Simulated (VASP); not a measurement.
# AgI: single point with PBE

Crystal: AgI.

```
Ag I
1.0
     0.00000    3.32557    3.32557
     3.32557    0.00000    3.32557
     3.32557    3.32557    0.00000
Ag I
1 1
Direct
  0.00000 0.00000 0.00000
  0.25000 0.25000 0.25000
```

* Program: VASP 6.6.1
* Task: single point
* Functional: PBE
* Potentials or basis: VASP PAW PBE potentials, release 64 (Ag, I)
* Cutoff: 500 eV
* k mesh: 6 × 6 × 6
* Occupations: gaussian, width 0.1 eV
* Spin: no spin polarisation

```yaml
Pressure: -0.3 GPa
Band_gap_on_the_k_mesh: 1.35 eV, direct
```

Levels at points of the mesh, in eV from the valence-band top:
| k point | band 5 | band 6 | band 7 | band 8 | band 9 | band 10 | band 11 | band 12 | band 13 | band 14 |
| --- | --- | --- | --- | --- | --- | --- | --- | --- | --- | --- |
| (0.00, 0.00, 0.00) | -2.78 | -2.78 | 0.00 | 0.00 | 0.00 | 1.35 | 5.87 | 5.87 | 5.87 | 8.86 |
| (0.50, 0.00, 0.00) | -2.76 | -2.76 | -2.66 | -0.63 | -0.63 | 2.79 | 6.32 | 6.32 | 7.08 | 9.17 |
| (0.50, 0.50, 0.00) | -2.71 | -2.68 | -2.35 | -1.56 | -1.56 | 3.81 | 3.86 | 8.28 | 9.40 | 9.40 |

Wall time 18 s on 1 thread of Intel(R) Xeon(R) Platinum 8375C CPU @ 2.90GHz (Ice Lake), on a shared host, peak memory 0.2 GiB.

Caveat: spin-orbit coupling is left out, which moves the levels of the heavy elements. Expect the measured gap to be larger: semilocal functionals such as PBE lack the derivative discontinuity.
